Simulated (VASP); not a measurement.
# NiO (P1) in VASP: single point with PBE

Aim: the single point of NiO with PBE.

Program: VASP 6.6.1. These are calculated values, not measurements. Logs are shortened: lines on timing, memory, paths and dates and some standing lists are left out, and cuts for length are marked.

## 1. The cell of the first run

The typed cell holds 2 atoms: a = 4.200 Å, b = 4.200 Å, c = 4.200 Å, α = 90.00°, β = 90.00°, γ = 90.00°.

## 2. Single point, PBE

INCAR

```
SYSTEM = NiO
PREC = Accurate ; ENCUT = 600
EDIFF = 1E-6 ; ISMEAR = -1
SIGMA = 0.3 ; LREAL = .FALSE.
LASPH = .TRUE. ; NELM = 120
ALGO = Normal ; ISIF = 2
LWAVE = .FALSE. ; LCHARG = .TRUE.
GGA = PE ; LELF = .TRUE.
LVHAR = .TRUE. ; NBANDS = 15
GGA_COMPAT = .FALSE.
```

KPOINTS

```
regular mesh
0
G
  1 1 1
  0 0 0
```

POSCAR

```
NiO
1.0
    4.2000000000      0.0000000000      0.0000000000
    0.0000000000      4.2000000000      0.0000000000
    0.0000000000      0.0000000000      4.2000000000
Ni O
1 1
Direct
    0.0000000000      0.0000000000      0.0000000000
    0.2661004343      0.1596602606      0.1197451954
```

Potentials or basis: VASP PAW PBE potentials, release 64 (Ni, O).

Started as:

```sh
cat potpaw_PBE.64/Ni/POTCAR potpaw_PBE.64/O/POTCAR > POTCAR
mpirun -np 1 vasp_gam > vasp.out
```

OUTCAR:

```text
SYSTEM = NiO
   PREC = Accurate
   ENCUT = 600
   EDIFF = 1E-6
   ISMEAR = -1
   LREAL = .FALSE.
   LASPH = .TRUE.
   NELM = 120
   ISIF = 2
   GGA = PE

 ion  position               nearest neighbor table
   1  0.000  0.000  0.000-   2 1.40
   2  0.266  0.160  0.120-   1 1.40

  LATTYP: Found a simple cubic cell.
 ALAT       =     4.2000000000

  Lattice vectors:

 A1 = (   4.2000000000,   0.0000000000,   0.0000000000)
 A2 = (   0.0000000000,   4.2000000000,   0.0000000000)
 A3 = (   0.0000000000,   0.0000000000,   4.2000000000)

Analysis of symmetry for initial positions (statically):
=====================================================================
 Subroutine PRICEL returns:
 Original cell was already a primitive cell.

 Routine SETGRP: Setting up the symmetry group for a
 simple cubic supercell.

 Subroutine GETGRP returns: Found  1 space group operations
 (whereof  1 operations were pure point group operations)
 out of a pool of 48 trial point group operations.

The static configuration has the point symmetry C_1 .

Analysis of symmetry for dynamics (positions and initial velocities):
=====================================================================
 Subroutine PRICEL returns:
 Original cell was already a primitive cell.

 Routine SETGRP: Setting up the symmetry group for a
 simple cubic supercell.

 Subroutine GETGRP returns: Found  1 space group operations
 (whereof  1 operations were pure point group operations)
 out of a pool of 48 trial point group operations.

The dynamic configuration has the point symmetry C_1 .

 Subroutine INISYM returns: Found  1 space group operations
 (whereof  1 operations are pure point group operations),
 and found     1 'primitive' translations

----------------------------------------------------------------------------------------

                                     Primitive cell

  volume of cell :      74.0880

  direct lattice vectors                    reciprocal lattice vectors
     4.200000000  0.000000000  0.000000000     0.238095238  0.000000000  0.000000000
     0.000000000  4.200000000  0.000000000     0.000000000  0.238095238  0.000000000
     0.000000000  0.000000000  4.200000000     0.000000000  0.000000000  0.238095238

  length of vectors
     4.200000000  4.200000000  4.200000000     0.238095238  0.238095238  0.238095238

  position of ions in fractional coordinates (direct lattice)
     0.000000000  0.000000000  0.000000000
     0.266100434  0.159660261  0.119745195

  ion indices of the primitive-cell ions
   primitive index   ion index
                 1           1
                 2           2

----------------------------------------------------------------------------------------

 KPOINTS: regular mesh

Automatic generation of k-mesh.
 Grid dimensions read from file:
 generate k-points for:    1    1    1

 Generating k-lattice:

  Cartesian coordinates                     Fractional coordinates (reciprocal lattice)
     0.238095238  0.000000000  0.000000000     1.000000000  0.000000000  0.000000000
     0.000000000  0.238095238  0.000000000     0.000000000  1.000000000  0.000000000
     0.000000000  0.000000000  0.238095238     0.000000000  0.000000000  1.000000000

  Length of vectors
     0.238095238  0.238095238  0.238095238

  Shift w.r.t. Gamma in fractional coordinates (k-lattice)
     0.000000000  0.000000000  0.000000000

 Subroutine IBZKPT returns following result:
 ===========================================

 Found      1 irreducible k-points:

 Following reciprocal coordinates:
            Coordinates               Weight
  0.000000  0.000000  0.000000      1.000000
   k-points           NKPTS =      1   k-points in BZ     NKDIM =      1   number of bands    NBANDS=     15
   number of dos      NEDOS =    301   number of ions     NIONS =      2
   total plane-waves  NPLWV =  46656
   dimension x,y,z NGX =    36 NGY =   36 NGZ =   36
   dimension x,y,z NGXF=    72 NGYF=   72 NGZF=   72
   ions per type =               1   1
   NGX,Y,Z   is equivalent  to a cutoff of  14.25, 14.25, 14.25 a.u.
   NGXF,Y,Z  is equivalent  to a cutoff of  28.50, 28.50, 28.50 a.u.
 SYSTEM =  NiO
   PREC   = accura    normal or accurate (medium, high low for compatibility)
   ISTART =      0    job   : 0-new  1-cont  2-samecut
   ICHARG =      2    charge: 1-file 2-atom 10-const
   ISPIN  =      1    spin polarized calculation?
   LNONCOLLINEAR =      F non collinear calculations
   LSORBIT =      F    spin-orbit coupling
   LASPH  =      T    aspherical Exc in radial PAW
   ENCUT  =  600.0 eV  44.10 Ry    6.64 a.u.   8.39  8.39  8.39*2*pi/ulx,y,z
   NELM   =    120;   NELMIN=  2; NELMDL= -5     # of ELM steps
   EDIFF  = 0.1E-05   stopping-criterion for ELM
   LREAL  =      F    real-space projection
   EDIFFG = 0.1E-04   stopping-criterion for IOM
   NSW    =      0    number of steps for IOM
   IBRION =     -1    ionic relax: 0-MD 1-quasi-New 2-CG
   NFREE  =      0    steps in history (QN), initial steepest desc. (CG)
   ISIF   =      2    stress and relaxation
   ISYM   =      2    0-nonsym 1-usesym 2-fastsym
   POTIM  = 0.5000    time-step for ionic-motion
   TEBEG  =    0.0;   TEEND  =   0.0 temperature during run
   PSTRESS=    0.0 pullay stress
   NELECT =      16.0000    total number of electrons
   NUPDOWN=      -1.0000    fix difference up-down
   EMIN   =  10.00;   EMAX   =-10.00  energy-range for DOS
   EFERMI =   0.00;   METHOD = LEGACY
   ISMEAR =    -1;   SIGMA  =   0.30  broadening in eV -4-tet -1-fermi 0-gaus
   EFERMI_NEDOS =   21; number of points for ismear=-14 and -15
   IALGO  =     38    algorithm
   IMIX   =      4    mixing-type and parameters
     AMIX     =   0.40;   BMIX     =  1.00
     AMIX_MAG =   1.60;   BMIX_MAG =  1.00
  volume/ion in A,a.u.               =      37.04       249.99
  Fermi-wavevector in a.u.,A,eV,Ry     =   0.982198  1.856084 13.125705  0.964712
  Thomas-Fermi vector in A             =   2.113262
   LORBIT       =      0    0 simple, 1 ext, 2 COOP (PROOUT), +10 PAW based schemes
   GGA     = PE    functional components
   LHFCALC =     F    Hartree Fock is set to
   AEXX    =    0.0000 exact exchange contribution
   IVDW    =     0    specifies the selected vdW correction
   LEPSILON=     F    determine dielectric tensor
   LRPA    =     F    only Hartree local field effects (RPA)
 non-spin polarized calculation
  energy-cutoff  :      600.00
  volume of cell :       74.09
 maximum number of plane-waves:      1259
 NGX is ok and might be reduce to    36
   NGX = 17   NGY = 17   NGZ = 17

 number of electron      15.9999985 magnetization

 Free energy of the ion-electron system (eV)
  ---------------------------------------------------
  ext. energy  EPLUGINS =         0.00000000
  ---------------------------------------------------
  free energy    TOTEN  =        -6.55576065 eV

  energy without entropy =       -5.48782989  energy(sigma->0) =       -6.02179527

 E-fermi :  -2.3455     XC(G=0):  -5.8262

 val. band max:       -2.4505200020   @ k =   0.0000   0.0000   0.0000
 cond. band min:      -2.3408394935   @ k =   0.0000   0.0000   0.0000
 fundamental gap:      0.1096805085
 Fermi energy:        -2.3454582275

 k-point     1 :       0.0000    0.0000    0.0000
  band No.  band energies     occupation
      1     -21.1968      2.00000
      2      -8.0796      2.00000
      3      -7.7219      2.00000
      4      -7.5077      2.00000
      5      -3.8045      1.98467
      6      -3.7287      1.98031
      7      -3.1067      1.85345
      8      -2.4505      1.17334
      9      -2.3408      0.99230
     10      -0.8981      0.01593
     11       5.0963      0.00000
     12       5.6427      0.00000
     13       6.8205      0.00000
     14       8.1381      0.00000
     15       8.5857      0.00000

------------------------ aborting loop because EDIFF is reached ----------------------------------------

  FORCE on cell =-STRESS in cart. coord.  units (eV):
  Direction    XX          YY          ZZ          XY          YZ          ZX
  --------------------------------------------------------------------------------------
  -------------------------------------------------------------------------------------
  Total       14.7110943      4.4396991      1.8588923      8.2165262      3.7177791      6.2009791
  in kB      318.1322458     96.0099519     40.1991561    177.6850765     80.3981942    134.0982085
  external PRESSURE =     151.4471179 kB  Pullay stress =       0.0000000 kB

 VOLUME and BASIS-vectors are now :
 -----------------------------------------------------------------------------
  energy-cutoff  :      600.00
  volume of cell :       74.09
      direct lattice vectors                 reciprocal lattice vectors
     4.200000000  0.000000000  0.000000000     0.238095238  0.000000000  0.000000000
     0.000000000  4.200000000  0.000000000     0.000000000  0.238095238  0.000000000
     0.000000000  0.000000000  4.200000000     0.000000000  0.000000000  0.238095238

 POSITION                                       TOTAL-FORCE (eV/Angst)
 -----------------------------------------------------------------------------------
      0.00000      0.00000      0.00000       -12.798053     -7.687699     -5.785133
      1.11762      0.67057      0.50293        12.798053      7.687699      5.785133
 -----------------------------------------------------------------------------------
    total drift:                                0.000031     -0.000024      0.000123

  FREE ENERGIE OF THE ION-ELECTRON SYSTEM (eV)
  ---------------------------------------------------
  free  energy   TOTEN  =        -6.5557606533 eV

  energy  without entropy=       -5.4878298882  energy(sigma->0) =       -6.02179527
```

Wall time 5.4 s (1 thread of Intel Xeon 6975P-C (Granite Rapids), shared host); peak memory 0.19 GiB.

What came out:

- Free energy: -6.5558 eV
- Pressure: 15.1 GPa
- Largest force: 16.011 eV/Å
- Band gap on the k mesh: 0.11 eV

Forces on the atoms (eV/Å):
```
Ni  -12.798  -7.688  -5.785
O    12.798   7.688   5.785
```

Levels at points of the mesh, in eV from the valence-band top:
| k point | band 5 | band 6 | band 7 | band 8 | band 9 | band 10 | band 11 | band 12 |
| --- | --- | --- | --- | --- | --- | --- | --- | --- |
| (0.00, 0.00, 0.00) | -1.35 | -1.28 | -0.66 | 0.00 | 0.11 | 1.55 | 7.55 | 8.09 |

Caveat: the k points lie up to 1.50 Å⁻¹ apart; forces of over 1 eV/Å act on the atoms, so gaps and moduli don't describe the material at rest.
